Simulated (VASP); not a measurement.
# Sn (Cmcm) in VASP: single point with PBE

Aim: the single point of Sn with PBE.

Everything below comes from runs of VASP 6.6.1. Logs are shortened: lines on timing, memory, paths and dates and some standing lists are left out, and cuts for length are marked.

## Step 1: The cell of the first run

It takes space group Cmcm (No. 63, orthorhombic). Conventional cell: a = 4.867 Å, b = 8.028 Å, c = 7.614 Å, α = 90.00°, β = 90.00°, γ = 90.00°. Within 3.8 Å of Sn (site symmetry m) lie 4 Sn at 2.87 to 2.91 Å.

## Step 2: Single point, PBE (uniaxial x strain +5.0%)

INCAR

```
SYSTEM = Sn
PREC = Accurate
ENCUT = 520
EDIFF = 1E-6
ISMEAR = -1
SIGMA = 0.02
LREAL = .FALSE.
LASPH = .TRUE.
NELM = 60
ALGO = Normal
ISIF = 2
LWAVE = .FALSE.
LCHARG = .FALSE.
GGA = PE
NBANDS = 36
```

KPOINTS

```
regular mesh
0
G
  6 6 4
  0 0 0
```

POSCAR

```
Sn
1.0
    4.8666886570      0.0000000000      0.0000000000
   -2.4333443285      4.0139771517      0.0000000000
    0.0000000000      0.0000000000      7.6138918648
Sn
4
Direct
    0.3304699513      0.6609399026     -0.0019420701
    0.6695300487      0.3390600974      0.4980579299
    0.3304699513      0.6609399026      0.3769420701
    0.6695300487      0.3390600974      0.8769420701
```

Potentials or basis: VASP PAW PBE potentials, release 64 (Sn_d).

Run with:

```
> cat potpaw_PBE.64/Sn_d/POTCAR > POTCAR
> mpirun -np 1 vasp_std > vasp.out
```

OUTCAR:

```text
SYSTEM = Sn
   PREC = Accurate
   ENCUT = 520
   EDIFF = 1E-6
   ISMEAR = -1
   LREAL = .FALSE.
   LASPH = .TRUE.
   NELM = 60
   ISIF = 2
   GGA = PE

 ion  position               nearest neighbor table
   1  0.330  0.661  0.998-   4 2.87   3 2.88   4 2.91   4 2.91
   2  0.670  0.339  0.498-   3 2.87   4 2.88   3 2.91   3 2.91
   3  0.330  0.661  0.377-   2 2.87   1 2.88   2 2.91   2 2.91
   4  0.670  0.339  0.877-   1 2.87   2 2.88   1 2.91   1 2.91

  Warning from LATTYP: Monoclinic adjustment (A1->A3, A2->A1, A3->A2)!
  LATTYP: Found a base centered orthorhombic cell.
 ALAT       =     4.8666886570
 B/A-ratio  =     1.6495721977
 C/A-ratio  =     1.5644912591

  Lattice vectors:

 A1 = (   2.4333443285,  -4.0139771517,   0.0000000000)
 A2 = (   2.4333443285,   4.0139771517,   0.0000000000)
 A3 = (   0.0000000000,   0.0000000000,   7.6138918648)

Analysis of symmetry for initial positions (statically):
=====================================================================
 Subroutine PRICEL returns:
 Original cell was already a primitive cell.

 Routine SETGRP: Setting up the symmetry group for a
 base centered orthorhombic supercell.

 Subroutine GETGRP returns: Found  8 space group operations
 (whereof  2 operations were pure point group operations)
 out of a pool of  8 trial point group operations.

The static configuration has the point symmetry C_1h.
 The point group associated with its full space group is D_2h.

Analysis of symmetry for dynamics (positions and initial velocities):
=====================================================================
 Subroutine PRICEL returns:
 Original cell was already a primitive cell.

 Routine SETGRP: Setting up the symmetry group for a
 base centered orthorhombic supercell.

 Subroutine GETGRP returns: Found  8 space group operations
 (whereof  2 operations were pure point group operations)
 out of a pool of  8 trial point group operations.

The dynamic configuration has the point symmetry C_1h.
 The point group associated with its full space group is D_2h.

 Subroutine INISYM returns: Found  8 space group operations
 (whereof  2 operations are pure point group operations),
 and found     1 'primitive' translations

----------------------------------------------------------------------------------------

                                     Primitive cell

  volume of cell :     148.7357

  direct lattice vectors                    reciprocal lattice vectors
     4.866688657  0.000000000  0.000000000     0.205478524  0.124564735  0.000000000
    -2.433344329  4.013977152  0.000000000     0.000000000  0.249129470  0.000000000
     0.000000000  0.000000000  7.613891865     0.000000000  0.000000000  0.131338876

  length of vectors
     4.866688657  4.693951128  7.613891865     0.240286905  0.249129470  0.131338876

  position of ions in fractional coordinates (direct lattice)
     0.330469951  0.660939903  0.998057930
     0.669530049  0.339060097  0.498057930
     0.330469951  0.660939903  0.376942070
     0.669530049  0.339060097  0.876942070

  ion indices of the primitive-cell ions
   primitive index   ion index
                 1           1
                 2           2
                 3           3
                 4           4

----------------------------------------------------------------------------------------

 KPOINTS: regular mesh

Automatic generation of k-mesh.
 Grid dimensions read from file:
 generate k-points for:    6    6    4

 Generating k-lattice:

  Cartesian coordinates                     Fractional coordinates (reciprocal lattice)
     0.034246421  0.020760789  0.000000000     0.166666667  0.000000000  0.000000000
     0.000000000  0.041521578  0.000000000     0.000000000  0.166666667  0.000000000
     0.000000000  0.000000000  0.032834719     0.000000000  0.000000000  0.250000000

  Length of vectors
     0.040047818  0.041521578  0.032834719

  Shift w.r.t. Gamma in fractional coordinates (k-lattice)
     0.000000000  0.000000000  0.000000000

 Subroutine IBZKPT returns following result:
 ===========================================

 Found     39 irreducible k-points:

 Following reciprocal coordinates:
            Coordinates               Weight
  0.000000  0.000000  0.000000      1.000000
  0.166667 -0.000000  0.000000      4.000000
  0.333333  0.000000  0.000000      4.000000
  0.500000  0.000000  0.000000      2.000000
  0.000000  0.166667  0.000000      2.000000
  0.166667  0.166667  0.000000      4.000000
[... 16 lines left out ...]
  0.000000  0.333333  0.250000      4.000000
  0.166667  0.333333  0.250000      8.000000
 [... further k-points ...]
   k-points           NKPTS =     39   k-points in BZ     NKDIM =     39   number of bands    NBANDS=     36
   number of dos      NEDOS =    301   number of ions     NIONS =      4
   total plane-waves  NPLWV =  77760
   dimension x,y,z NGX =    36 NGY =   36 NGZ =   60
   dimension x,y,z NGXF=    72 NGYF=   72 NGZF=  120
   ions per type =               4
   NGX,Y,Z   is equivalent  to a cutoff of  12.30, 12.75, 13.10 a.u.
   NGXF,Y,Z  is equivalent  to a cutoff of  24.60, 25.50, 26.20 a.u.
 SYSTEM =  Sn
   PREC   = accura    normal or accurate (medium, high low for compatibility)
   ISTART =      0    job   : 0-new  1-cont  2-samecut
   ICHARG =      2    charge: 1-file 2-atom 10-const
   ISPIN  =      1    spin polarized calculation?
   LNONCOLLINEAR =      F non collinear calculations
   LSORBIT =      F    spin-orbit coupling
   LASPH  =      T    aspherical Exc in radial PAW
   ENCUT  =  520.0 eV  38.22 Ry    6.18 a.u.   9.05  8.73 14.16*2*pi/ulx,y,z
   NELM   =     60;   NELMIN=  2; NELMDL= -5     # of ELM steps
   EDIFF  = 0.1E-05   stopping-criterion for ELM
   LREAL  =      F    real-space projection
   EDIFFG = 0.1E-04   stopping-criterion for IOM
   NSW    =      0    number of steps for IOM
   IBRION =     -1    ionic relax: 0-MD 1-quasi-New 2-CG
   NFREE  =      0    steps in history (QN), initial steepest desc. (CG)
   ISIF   =      2    stress and relaxation
   ISYM   =      2    0-nonsym 1-usesym 2-fastsym
   POTIM  = 0.5000    time-step for ionic-motion
   TEBEG  =    0.0;   TEEND  =   0.0 temperature during run
   PSTRESS=    0.0 pullay stress
   NELECT =      56.0000    total number of electrons
   NUPDOWN=      -1.0000    fix difference up-down
   EMIN   =  10.00;   EMAX   =-10.00  energy-range for DOS
   EFERMI =   0.00;   METHOD = LEGACY
   ISMEAR =    -1;   SIGMA  =   0.02  broadening in eV -4-tet -1-fermi 0-gaus
   EFERMI_NEDOS =   21; number of points for ismear=-14 and -15
   IALGO  =     38    algorithm
   IMIX   =      4    mixing-type and parameters
     AMIX     =   0.40;   BMIX     =  1.00
     AMIX_MAG =   1.60;   BMIX_MAG =  1.00
  volume/ion in A,a.u.               =      37.18       250.93
  Fermi-wavevector in a.u.,A,eV,Ry     =   1.182131  2.233905 19.013255  1.397435
  Thomas-Fermi vector in A             =   2.318392
   LORBIT       =      0    0 simple, 1 ext, 2 COOP (PROOUT), +10 PAW based schemes
   GGA     = PE    functional components
   LHFCALC =     F    Hartree Fock is set to
   AEXX    =    0.0000 exact exchange contribution
   IVDW    =     0    specifies the selected vdW correction
   LEPSILON=     F    determine dielectric tensor
   LRPA    =     F    only Hartree local field effects (RPA)
 non-spin polarized calculation
  energy-cutoff  :      520.00
  volume of cell :      148.74
 maximum number of plane-waves:      4028
   NGX = 19   NGY = 17   NGZ = 29

 number of electron      56.0000000 magnetization

 Free energy of the ion-electron system (eV)
  ---------------------------------------------------
  ext. energy  EPLUGINS =         0.00000000
  ---------------------------------------------------
  free energy    TOTEN  =       -15.27262708 eV

  energy without entropy =      -15.27207628  energy(sigma->0) =      -15.27235168

 E-fermi :   4.7771     XC(G=0):  -8.5012

 val. band max:        4.6405538143   @ k =   0.1667  -0.0000   0.0000
 cond. band min:       4.7818839673   @ k =   0.0000   0.0000   0.0000
 fundamental gap:      0.1413301529
 Fermi energy:         4.7771384254

 k-point     1 :       0.0000    0.0000    0.0000
  band No.  band energies     occupation
      1     -16.7910      2.00000
      2     -16.7636      2.00000
      3     -16.7578      2.00000
      4     -16.7499      2.00000
      5     -16.7234      2.00000
      6     -16.7176      2.00000
[... 28 lines left out ...]
     35       8.5760      0.00000
     36       9.6514      0.00000

 k-point     2 :       0.1667   -0.0000    0.0000
  band No.  band energies     occupation
      1     -16.7999      2.00000
      2     -16.7828      2.00000
      3     -16.7689      2.00000
      4     -16.7568      2.00000
      5     -16.7244      2.00000
      6     -16.7069      2.00000
[... 28 lines left out ...]
     35       9.3617      0.00000
     36       9.7567      0.00000

 k-point     3 :       0.3333    0.0000    0.0000
  band No.  band energies     occupation
      1     -16.8092      2.00000
      2     -16.7971      2.00000
      3     -16.7876      2.00000
      4     -16.7683      2.00000
      5     -16.7232      2.00000
      6     -16.6937      2.00000
[... 28 lines left out ...]
     35       9.9645      0.00000
     36      10.6920      0.00000

 k-point     4 :       0.5000    0.0000    0.0000
  band No.  band energies     occupation
      1     -16.8057      2.00000
      2     -16.8033      2.00000
      3     -16.7992      2.00000
      4     -16.7732      2.00000
      5     -16.7150      2.00000
      6     -16.6892      2.00000
[... 28 lines left out ...]
     35      11.1911      0.00000
     36      11.3281      0.00000

 k-point     5 :       0.0000    0.1667    0.0000
  band No.  band energies     occupation
      1     -16.8036      2.00000
      2     -16.7704      2.00000
      3     -16.7693      2.00000
      4     -16.7448      2.00000
      5     -16.7296      2.00000
      6     -16.6998      2.00000
[... 655 lines left out ...]
 k-point    22 :      -0.3333    0.1667    0.2500
  band No.  band energies     occupation
      1     -16.8027      2.00000
      2     -16.7950      2.00000
      3     -16.7806      2.00000
      4     -16.7760      2.00000
      5     -16.7244      2.00000
      6     -16.6991      2.00000
[... 28 lines left out ...]
     35       9.7854      0.00000
     36      10.2392      0.00000

 k-point    23 :       0.0000    0.3333    0.2500
  band No.  band energies     occupation
      1     -16.8047      2.00000
      2     -16.7813      2.00000
      3     -16.7728      2.00000
      4     -16.7497      2.00000
      5     -16.7314      2.00000
      6     -16.6866      2.00000
[... 28 lines left out ...]
     35      10.4127      0.00000
     36      10.5217      0.00000

 k-point    24 :       0.1667    0.3333    0.2500
  band No.  band energies     occupation
      1     -16.8042      2.00000
      2     -16.7897      2.00000
      3     -16.7883      2.00000
      4     -16.7741      2.00000
      5     -16.6992      2.00000
      6     -16.6629      2.00000
[... 28 lines left out ...]
     35      10.5111      0.00000
     36      10.8859      0.00000

 [... further k-points ...]
[... 5 lines left out ...]
  --------------------------------------------------------------------------------------
  -------------------------------------------------------------------------------------
  Total       -1.6165806      0.2406665      0.3123868      0.0000000      0.0000000      0.0000000
  in kB      -17.4137686      2.5924544      3.3650239      0.0000000      0.0000000      0.0000000
  external PRESSURE =      -3.8187634 kB  Pullay stress =       0.0000000 kB

 VOLUME and BASIS-vectors are now :
 -----------------------------------------------------------------------------
  energy-cutoff  :      520.00
  volume of cell :      148.74
      direct lattice vectors                 reciprocal lattice vectors
     4.866688657  0.000000000  0.000000000     0.205478524  0.124564735  0.000000000
    -2.433344329  4.013977152  0.000000000     0.000000000  0.249129470  0.000000000
     0.000000000  0.000000000  7.613891865     0.000000000  0.000000000  0.131338876

 POSITION                                       TOTAL-FORCE (eV/Angst)
 -----------------------------------------------------------------------------------
      0.00000      2.65300      7.59911         0.000000     -0.016581     -0.023266
      2.43334      1.36098      3.79216        -0.000000      0.016581     -0.023266
      0.00000      2.65300      2.87000         0.000000     -0.016581      0.023266
      2.43334      1.36098      6.67694        -0.000000      0.016581      0.023266
 -----------------------------------------------------------------------------------
    total drift:                                0.000000     -0.000000      0.000000

  FREE ENERGIE OF THE ION-ELECTRON SYSTEM (eV)
  ---------------------------------------------------
  free  energy   TOTEN  =       -15.2726270843 eV

  energy  without entropy=      -15.2720762776  energy(sigma->0) =      -15.27235168
```

Run time: 1.9 min. Hardware: 1 thread of Intel Xeon 6975P-C, shared host; peak memory 0.34 GiB.

What came out:

```yaml
Free_energy: -15.2726 eV
Pressure: -0.4 GPa
Largest_force: 0.029 eV/Å
```

Forces in eV/Å, atoms in the order of the input:
```
Sn   0.000 -0.017 -0.023
Sn   0.000  0.017 -0.023
Sn   0.000 -0.017  0.023
Sn   0.000  0.017  0.023
```

Stress tensor (GPa, compression positive):
```
-1.74  0.00  0.00
 0.00  0.26  0.00
 0.00  0.00  0.34
```

Levels at points of the mesh, in eV from the Fermi level:
```tsv
k point	band 24	band 25	band 26	band 27	band 28	band 29	band 30	band 31	band 32	band 33
(0.00, 0.00, 0.00)	-1.25	-1.15	-0.97	-0.55	0.00	0.13	0.30	1.91	2.02	2.46
(0.50, 0.00, 0.00)	-5.50	-3.19	-2.14	-1.85	-0.87	0.74	1.34	3.29	3.37	3.70
(0.00, 0.50, 0.00)	-5.49	-3.18	-2.46	-1.79	-1.20	0.33	0.88	3.09	3.18	3.76
(0.00, 0.00, 0.50)	-3.91	-0.76	-0.76	-0.47	-0.47	0.10	0.10	2.77	2.77	2.90
(0.50, 0.00, 0.50)	-6.32	-1.71	-1.71	-1.61	-1.61	0.62	0.62	2.06	2.06	5.02
(0.00, 0.50, 0.50)	-6.28	-1.94	-1.94	-1.72	-1.72	0.37	0.37	2.00	2.00	4.90
```

Caveat: the cell differs from its parent crystal (uniaxial x strain +5.0%); spin-orbit coupling is left out, which moves the levels of the heavy elements.
